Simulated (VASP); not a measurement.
# TiO2 in VASP: further runs, part 2 of 3

VASP 6.6.1. The steps go on from the part before.

### Step 3. Single point, PBE (shear of c along a, cell held: +2.0 %, then relaxed in part)

The input, INCAR:

```
SYSTEM = TiO2
  PREC = Accurate
  ENCUT = 520
  EDIFF = 1E-7
  ISMEAR = 0
  SIGMA = 0.02
  LREAL = .False.
  LASPH = .True.
  NELM = 100
  ALGO = Normal
  ISIF = 2
  LWAVE = .False.
  LCHARG = .False.
  GGA = PE
  NBANDS = 60
```

The input, KPOINTS:

```
regular mesh
0
Gamma
  6 6 6
  0 0 0
```

The input, POSCAR:

```
TiO2
1.0
    5.3725687869      0.0000000000      0.0000000000
    0.0000000000      5.3725608194      0.0000000000
   -2.5873428540      0.0000000000      4.8495695209
Ti O
4 8
Direct
    0.5000000000      0.3707406808      0.2500000000
    0.5000000000      0.6292593192      0.7500000000
    0.0000000000      0.8707406808      0.2500000000
    0.0000000000      0.1292593192      0.7500000000
    0.2078851972      0.8789362883      0.6627554369
    0.7921148028      0.1210637117      0.3372445631
    0.7921148028      0.8789362883      0.8372445631
    0.2078851972      0.1210637117      0.1627554369
    0.7078851972      0.3789362883      0.6627554369
    0.2921148028      0.6210637117      0.3372445631
    0.2921148028      0.3789362883      0.8372445631
    0.7078851972      0.6210637117      0.1627554369
```

Potentials or basis: VASP PAW PBE potentials, release 64 (Ti_sv, O).

Command:

```bash
> cat potpaw_PBE.64/Ti_sv/POTCAR potpaw_PBE.64/O/POTCAR > POTCAR
> mpirun -np 1 vasp_std > vasp.out
```

OUTCAR:

```text
SYSTEM = TiO2
   PREC = Accurate
   ENCUT = 520
   EDIFF = 1E-7
   ISMEAR = 0
   LREAL = .False.
   LASPH = .True.
   NELM = 100
   ISIF = 2
   GGA = PE

 ion  position               nearest neighbor table
   1  0.500  0.371  0.250-   6 1.95   8 1.95  10 1.95  12 1.95  11 2.00   9 2.00
   2  0.500  0.629  0.750-   5 1.95   7 1.95   9 1.95  11 1.95  10 2.00  12 2.00
   3  0.000  0.871  0.250-  10 1.95  12 1.95   6 1.95   8 1.95   7 2.00   5 2.00
   4  0.000  0.129  0.750-   9 1.95  11 1.95   5 1.95   7 1.95   6 2.00   8 2.00
   5  0.208  0.879  0.663-   2 1.95   4 1.95   3 2.00
   6  0.792  0.121  0.337-   1 1.95   3 1.95   4 2.00
   7  0.792  0.879  0.837-   2 1.95   4 1.95   3 2.00
   8  0.208  0.121  0.163-   1 1.95   3 1.95   4 2.00
   9  0.708  0.379  0.663-   4 1.95   2 1.95   1 2.00
  10  0.292  0.621  0.337-   3 1.95   1 1.95   2 2.00
  11  0.292  0.379  0.837-   4 1.95   2 1.95   1 2.00
  12  0.708  0.621  0.163-   3 1.95   1 1.95   2 2.00

  LATTYP: Found a simple monoclinic cell.
 ALAT       =     5.3725687869
 B/A-ratio  =     0.9999985170
 C/A-ratio  =     1.0230869653
 COS(beta)  =    -0.4707165257

  Lattice vectors:

 A1 = (   5.3725687869,   0.0000000000,   0.0000000000)
 A2 = (   0.0000000000,   5.3725608194,   0.0000000000)
 A3 = (  -2.5873428540,   0.0000000000,   4.8495695209)

Analysis of symmetry for initial positions (statically):
=====================================================================
 Subroutine PRICEL returns following result:

  LATTYP: Found a base centered monoclinic cell.
 ALAT       =     5.3725687869
 B/A-ratio  =     0.9999985170
 C/A-ratio  =     1.0230869653
 COS(beta)  =    -0.4707165257

  Lattice vectors:

 A1 = (   2.6862843934,  -2.6862804097,   0.0000000000)
 A2 = (   2.6862843934,   2.6862804097,   0.0000000000)
 A3 = (  -2.5873428540,   0.0000000000,   4.8495695209)

   2 primitive cells build up your supercell.

 Routine SETGRP: Setting up the symmetry group for a
 simple monoclinic supercell.

 Subroutine GETGRP returns: Found  4 space group operations
 (whereof  2 operations were pure point group operations)
 out of a pool of  4 trial point group operations.

The static configuration has the point symmetry S_2 .
 The point group associated with its full space group is C_2h.

Analysis of symmetry for dynamics (positions and initial velocities):
=====================================================================
 Subroutine PRICEL returns following result:

  LATTYP: Found a base centered monoclinic cell.
 ALAT       =     5.3725687869
 B/A-ratio  =     0.9999985170
 C/A-ratio  =     1.0230869653
 COS(beta)  =    -0.4707165257

  Lattice vectors:

 A1 = (   2.6862843934,  -2.6862804097,   0.0000000000)
 A2 = (   2.6862843934,   2.6862804097,   0.0000000000)
 A3 = (  -2.5873428540,   0.0000000000,   4.8495695209)

   2 primitive cells build up your supercell.

 Routine SETGRP: Setting up the symmetry group for a
 simple monoclinic supercell.

 Subroutine GETGRP returns: Found  4 space group operations
 (whereof  2 operations were pure point group operations)
 out of a pool of  4 trial point group operations.

The dynamic configuration has the point symmetry S_2 .
[... 89 lines left out ...]
 [... further k-points ...]
   k-points           NKPTS =     80   k-points in BZ     NKDIM =     80   number of bands    NBANDS=     60
   number of dos      NEDOS =    301   number of ions     NIONS =     12
   total plane-waves  NPLWV =  67200
   dimension x,y,z NGX =    40 NGY =   40 NGZ =   42
   dimension x,y,z NGXF=    80 NGYF=   80 NGZF=   84
   ions per type =               4   8
   NGX,Y,Z   is equivalent  to a cutoff of  12.38, 12.38, 12.70 a.u.
   NGXF,Y,Z  is equivalent  to a cutoff of  24.75, 24.75, 25.41 a.u.
 SYSTEM =  TiO2
   PREC   = accura    normal or accurate (medium, high low for compatibility)
   ISTART =      0    job   : 0-new  1-cont  2-samecut
   ICHARG =      2    charge: 1-file 2-atom 10-const
   ISPIN  =      1    spin polarized calculation?
   LNONCOLLINEAR =      F non collinear calculations
   LSORBIT =      F    spin-orbit coupling
   LASPH  =      T    aspherical Exc in radial PAW
   ENCUT  =  520.0 eV  38.22 Ry    6.18 a.u.   9.99  9.99 10.22*2*pi/ulx,y,z
   NELM   =    100;   NELMIN=  2; NELMDL= -5     # of ELM steps
   EDIFF  = 0.1E-06   stopping-criterion for ELM
   LREAL  =      F    real-space projection
   EDIFFG = 0.1E-05   stopping-criterion for IOM
   NSW    =      0    number of steps for IOM
   IBRION =     -1    ionic relax: 0-MD 1-quasi-New 2-CG
   NFREE  =      0    steps in history (QN), initial steepest desc. (CG)
   ISIF   =      2    stress and relaxation
   ISYM   =      2    0-nonsym 1-usesym 2-fastsym
   POTIM  = 0.5000    time-step for ionic-motion
   TEBEG  =    0.0;   TEEND  =   0.0 temperature during run
   PSTRESS=    0.0 pullay stress
   NELECT =      96.0000    total number of electrons
   NUPDOWN=      -1.0000    fix difference up-down
   EMIN   =  10.00;   EMAX   =-10.00  energy-range for DOS
   EFERMI =   0.00;   METHOD = LEGACY
   ISMEAR =     0;   SIGMA  =   0.02  broadening in eV -4-tet -1-fermi 0-gaus
   EFERMI_NEDOS =   21; number of points for ismear=-14 and -15
   IALGO  =     38    algorithm
   IMIX   =      4    mixing-type and parameters
     AMIX     =   0.40;   BMIX     =  1.00
     AMIX_MAG =   1.60;   BMIX_MAG =  1.00
  volume/ion in A,a.u.               =      11.67        78.72
  Fermi-wavevector in a.u.,A,eV,Ry     =   1.443698  2.728194 28.358139  2.084264
  Thomas-Fermi vector in A             =   2.562077
   LORBIT       =      0    0 simple, 1 ext, 2 COOP (PROOUT), +10 PAW based schemes
   GGA     = PE    functional components
   LHFCALC =     F    Hartree Fock is set to
   AEXX    =    0.0000 exact exchange contribution
   IVDW    =     0    specifies the selected vdW correction
   LEPSILON=     F    determine dielectric tensor
   LRPA    =     F    only Hartree local field effects (RPA)
 non-spin polarized calculation
 Gauss-broadening in eV      SIGMA  =   0.02
  energy-cutoff  :      520.00
  volume of cell :      139.98
 maximum number of plane-waves:      3796
   NGX = 19   NGY = 19   NGZ = 21

 number of electron      95.9999998 magnetization

 Free energy of the ion-electron system (eV)
  ---------------------------------------------------
  ext. energy  EPLUGINS =         0.00000000
  ---------------------------------------------------
  free energy    TOTEN  =      -107.72104545 eV

  energy without entropy =     -107.72104545  energy(sigma->0) =     -107.72104545

 E-fermi :   3.2388     XC(G=0): -10.5928

 val. band max:        3.1530900899   @ k =   0.0000   0.1667   0.0000
 cond. band min:       5.2585772049   @ k =   0.0000   0.0000   0.0000
 fundamental gap:      2.1054871151
 Fermi energy:         3.2388104228

 k-point     1 :       0.0000    0.0000    0.0000
  band No.  band energies     occupation
      1     -53.3128      2.00000
      2     -53.2832      2.00000
      3     -53.2830      2.00000
      4     -53.2618      2.00000
      5     -29.7412      2.00000
      6     -29.7016      2.00000
[... 1501 lines left out ...]
     59       7.6781      0.00000
     60       7.7292      0.00000

 [... further k-points ...]

------------------------ aborting loop because EDIFF is reached ----------------------------------------

  FORCE on cell =-STRESS in cart. coord.  units (eV):
  Direction    XX          YY          ZZ          XY          YZ          ZX
  --------------------------------------------------------------------------------------
  -------------------------------------------------------------------------------------
  Total        0.5007281      0.5247420      0.6247571      0.0000000      0.0000000     -0.8425680
  in kB        5.7312059      6.0060635      7.1508103      0.0000000      0.0000000     -9.6438189
  external PRESSURE =       6.2960266 kB  Pullay stress =       0.0000000 kB

 VOLUME and BASIS-vectors are now :
 -----------------------------------------------------------------------------
  energy-cutoff  :      520.00
  volume of cell :      139.98
      direct lattice vectors                 reciprocal lattice vectors
     5.372568787  0.000000000  0.000000000     0.186130702  0.000000000  0.099304472
     0.000000000  5.372560819  0.000000000     0.000000000  0.186130978  0.000000000
    -2.587342854  0.000000000  4.849569521     0.000000000  0.000000000  0.206203869

 POSITION                                       TOTAL-FORCE (eV/Angst)
 -----------------------------------------------------------------------------------
      2.03945      1.99183      1.21239         0.000000     -0.001608      0.000000
      0.74578      3.38073      3.63718        -0.000000      0.001608      0.000000
     -0.64684      4.67811      1.21239         0.000000     -0.001608      0.000000
     -1.94051      0.69445      3.63718        -0.000000      0.001608      0.000000
     -0.59790      4.72214      3.21408         0.000098      0.001437      0.018183
      3.38312      0.65042      1.63549        -0.000098     -0.001437     -0.018183
      2.08945      4.72214      4.06028        -0.000098      0.001437     -0.018183
      0.69577      0.65042      0.78929         0.000098     -0.001437      0.018183
      2.08839      2.03586      3.21408         0.000098      0.001437      0.018183
      0.69684      3.33670      1.63549        -0.000098     -0.001437     -0.018183
     -0.59683      2.03586      4.06028        -0.000098      0.001437     -0.018183
      3.38206      3.33670      0.78929         0.000098     -0.001437      0.018183
 -----------------------------------------------------------------------------------
    total drift:                               -0.000000      0.000000      0.000000

  FREE ENERGIE OF THE ION-ELECTRON SYSTEM (eV)
  ---------------------------------------------------
  free  energy   TOTEN  =      -107.7210454458 eV

  energy  without entropy=     -107.7210454458  energy(sigma->0) =     -107.72104545
```

It took 12 min on 1 thread of Intel Xeon Platinum 8488C (Sapphire Rapids), shared host; peak memory 0.55 GiB.

What came out:

```yaml
Free_energy: -107.7210 eV
Pressure: 0.6 GPa
Largest_force: 0.018 eV/Å
Band_gap_on_the_k_mesh: 2.11 eV
```

Forces on the atoms (eV/Å):
```
Ti   0.000 -0.002  0.000
Ti   0.000  0.002  0.000
Ti   0.000 -0.002  0.000
Ti   0.000  0.002  0.000
O    0.000  0.001  0.018
O    0.000 -0.001 -0.018
O    0.000  0.001 -0.018
O    0.000 -0.001  0.018
O    0.000  0.001  0.018
O    0.000 -0.001 -0.018
O    0.000  0.001 -0.018
O    0.000 -0.001  0.018
```

Levels at points of the mesh, in eV from the valence-band top:
```tsv
k point	band 45	band 46	band 47	band 48	band 49	band 50	band 51	band 52
(0.00, 0.00, 0.00)	-0.42	-0.42	-0.06	-0.05	2.11	2.77	3.17	3.24
(0.50, 0.00, 0.00)	-0.68	-0.68	-0.22	-0.22	2.85	2.85	3.19	3.19
(0.00, 0.50, 0.00)	-0.58	-0.58	-0.20	-0.20	2.87	2.87	3.04	3.04
(0.50, 0.50, 0.00)	-0.85	-0.85	-0.65	-0.65	3.19	3.19	3.45	3.45
(0.00, 0.00, 0.50)	-0.10	-0.10	-0.06	-0.06	2.43	2.43	3.21	3.21
(0.50, 0.00, 0.50)	-0.73	-0.73	-0.24	-0.24	2.92	2.92	3.20	3.20
(0.00, 0.50, 0.50)	-0.39	-0.39	-0.39	-0.39	3.03	3.03	3.03	3.03
(0.50, 0.50, 0.50)	-0.85	-0.85	-0.64	-0.64	3.16	3.16	3.46	3.46
```

Caveat: the cell differs from its parent crystal (shear of c along a, cell held: +2.0 %, then relaxed in part). A k mesh can miss the band edges.

### Step 4. Single point, PBE (shear of c along a, cell held: +1.0 %, then relaxed in part)

The input, INCAR:

```
SYSTEM = TiO2
PREC = Accurate
ENCUT = 520
EDIFF = 1E-6
ISMEAR = 0
SIGMA = 0.02
LREAL = .False.
LASPH = .True.
NELM = 100
ALGO = Normal
ISIF = 2
LWAVE = .False.
LCHARG = .False.
GGA = PE
NBANDS = 60
```

KPOINTS is that of step 3.

The input, POSCAR:

```
TiO2
1.0
    5.3725687869      0.0000000000      0.0000000000
    0.0000000000      5.3725608194      0.0000000000
   -2.6358385492      0.0000000000      4.8495695209
Ti O
4 8
Direct
    0.5000000000      0.3734158951      0.2500000000
    0.5000000000      0.6265841049      0.7500000000
    0.0000000000      0.8734158951      0.2500000000
    0.0000000000      0.1265841049      0.7500000000
    0.2072833941      0.8771204097      0.6629096698
    0.7927166059      0.1228795903      0.3370903302
    0.7927166059      0.8771204097      0.8370903302
    0.2072833941      0.1228795903      0.1629096698
    0.7072833941      0.3771204097      0.6629096698
    0.2927166059      0.6228795903      0.3370903302
    0.2927166059      0.3771204097      0.8370903302
    0.7072833941      0.6228795903      0.1629096698
```

Potentials or basis: VASP PAW PBE potentials, release 64 (Ti_sv, O).

Command:

```bash
> cat potpaw_PBE.64/Ti_sv/POTCAR potpaw_PBE.64/O/POTCAR > POTCAR
> mpirun -np 1 vasp_std > vasp.out
```

OUTCAR:

```text
SYSTEM = TiO2
   PREC = Accurate
   ENCUT = 520
   EDIFF = 1E-6
   ISMEAR = 0
   LREAL = .False.
   LASPH = .True.
   NELM = 100
   ISIF = 2
   GGA = PE

 ion  position               nearest neighbor table
   1  0.500  0.373  0.250-  10 1.94  12 1.94   6 1.95   8 1.95  11 2.00   9 2.00
   2  0.500  0.627  0.750-   9 1.94  11 1.94   5 1.95   7 1.95  10 2.00  12 2.00
   3  0.000  0.873  0.250-   6 1.94   8 1.94  10 1.95  12 1.95   7 2.00   5 2.00
   4  0.000  0.127  0.750-   5 1.94   7 1.94   9 1.95  11 1.95   6 2.00   8 2.00
   5  0.207  0.877  0.663-   4 1.94   2 1.95   3 2.00
   6  0.793  0.123  0.337-   3 1.94   1 1.95   4 2.00
   7  0.793  0.877  0.837-   4 1.94   2 1.95   3 2.00
   8  0.207  0.123  0.163-   3 1.94   1 1.95   4 2.00
   9  0.707  0.377  0.663-   2 1.94   4 1.95   1 2.00
  10  0.293  0.623  0.337-   1 1.94   3 1.95   2 2.00
  11  0.293  0.377  0.837-   2 1.94   4 1.95   1 2.00
  12  0.707  0.623  0.163-   1 1.94   3 1.95   2 2.00

  LATTYP: Found a simple monoclinic cell.
 ALAT       =     5.3725687869
 B/A-ratio  =     0.9999985170
 C/A-ratio  =     1.0273667740
[... 1734 lines left out ...]
     59       7.6794      0.00000
     60       7.7331      0.00000

 [... further k-points ...]

------------------------ aborting loop because EDIFF is reached ----------------------------------------

  FORCE on cell =-STRESS in cart. coord.  units (eV):
  Direction    XX          YY          ZZ          XY          YZ          ZX
  --------------------------------------------------------------------------------------
  -------------------------------------------------------------------------------------
  Total        0.5723311      0.5784230      0.6452138      0.0000000      0.0000000     -0.4459813
  in kB        6.5507558      6.6204816      7.3849526      0.0000000      0.0000000     -5.1045878
  external PRESSURE =       6.8520634 kB  Pullay stress =       0.0000000 kB

 VOLUME and BASIS-vectors are now :
 -----------------------------------------------------------------------------
  energy-cutoff  :      520.00
  volume of cell :      139.98
      direct lattice vectors                 reciprocal lattice vectors
     5.372568787  0.000000000  0.000000000     0.186130702  0.000000000  0.101165779
     0.000000000  5.372560819  0.000000000     0.000000000  0.186130978  0.000000000
    -2.635838549  0.000000000  4.849569521     0.000000000  0.000000000  0.206203869

 POSITION                                       TOTAL-FORCE (eV/Angst)
 -----------------------------------------------------------------------------------
      2.02732      2.00620      1.21239        -0.000000     -0.009638     -0.000000
      0.70941      3.36636      3.63718        -0.000000      0.009638     -0.000000
     -0.65896      4.69248      1.21239        -0.000000     -0.009638     -0.000000
     -1.97688      0.68008      3.63718        -0.000000      0.009638     -0.000000
     -0.63368      4.71238      3.21483         0.003695     -0.003323      0.017478
      3.37041      0.66018      1.63474        -0.003695      0.003323     -0.017478
      2.05249      4.71238      4.05953        -0.003695     -0.003323     -0.017478
      0.68424      0.66018      0.79004         0.003695      0.003323      0.017478
      2.05261      2.02610      3.21483         0.003695     -0.003323      0.017478
      0.68412      3.34646      1.63474        -0.003695      0.003323     -0.017478
     -0.63379      2.02610      4.05953        -0.003695     -0.003323     -0.017478
      3.37053      3.34646      0.79004         0.003695      0.003323      0.017478
 -----------------------------------------------------------------------------------
    total drift:                                0.000000      0.000000     -0.000000

  FREE ENERGIE OF THE ION-ELECTRON SYSTEM (eV)
  ---------------------------------------------------
  free  energy   TOTEN  =      -107.7272110503 eV

  energy  without entropy=     -107.7272110503  energy(sigma->0) =     -107.72721105
```

It took 5.4 min on 1 thread of Intel Xeon 6975P-C (Granite Rapids), shared host; peak memory 0.55 GiB.

What came out:

- Free energy: -107.7272 eV
- Pressure: 0.7 GPa
- Largest force: 0.018 eV/Å
- Band gap on the k mesh: 2.10 eV

Forces in eV/Å, atoms in the order of the input:
```
Ti   0.000 -0.010  0.000
Ti   0.000  0.010  0.000
Ti   0.000 -0.010  0.000
Ti   0.000  0.010  0.000
O    0.004 -0.003  0.017
O   -0.004  0.003 -0.017
O   -0.004 -0.003 -0.017
O    0.004  0.003  0.017
O    0.004 -0.003  0.017
O   -0.004  0.003 -0.017
O   -0.004 -0.003 -0.017
O    0.004  0.003  0.017
```

Levels at points of the mesh, in eV from the valence-band top:
| k point | band 44 | band 45 | band 46 | band 47 | band 48 | band 49 | band 50 | band 51 | band 52 | band 53 |
| --- | --- | --- | --- | --- | --- | --- | --- | --- | --- | --- |
| (0.00, 0.00, 0.00) | -0.78 | -0.42 | -0.42 | -0.05 | -0.05 | 2.10 | 2.77 | 3.19 | 3.22 | 3.64 |
| (0.50, 0.00, 0.00) | -0.87 | -0.69 | -0.69 | -0.22 | -0.22 | 2.88 | 2.88 | 3.20 | 3.20 | 3.29 |
| (0.00, 0.50, 0.00) | -0.96 | -0.58 | -0.58 | -0.20 | -0.20 | 2.87 | 2.87 | 3.04 | 3.04 | 3.44 |
| (0.50, 0.50, 0.00) | -0.89 | -0.85 | -0.85 | -0.65 | -0.65 | 3.18 | 3.18 | 3.45 | 3.45 | 3.51 |
| (0.00, 0.00, 0.50) | -1.23 | -0.10 | -0.10 | -0.05 | -0.05 | 2.43 | 2.43 | 3.21 | 3.21 | 3.68 |
| (0.50, 0.00, 0.50) | -0.89 | -0.71 | -0.71 | -0.24 | -0.24 | 2.90 | 2.90 | 3.20 | 3.20 | 3.27 |
| (0.00, 0.50, 0.50) | -1.16 | -0.39 | -0.39 | -0.39 | -0.39 | 3.03 | 3.03 | 3.03 | 3.03 | 3.41 |
| (0.50, 0.50, 0.50) | -0.88 | -0.85 | -0.85 | -0.64 | -0.64 | 3.18 | 3.18 | 3.45 | 3.45 | 3.49 |

Caveat: the cell differs from its parent crystal (shear of c along a, cell held: +1.0 %, then relaxed in part). A k mesh can miss the band edges.

(Continued in part 3 of 3.)
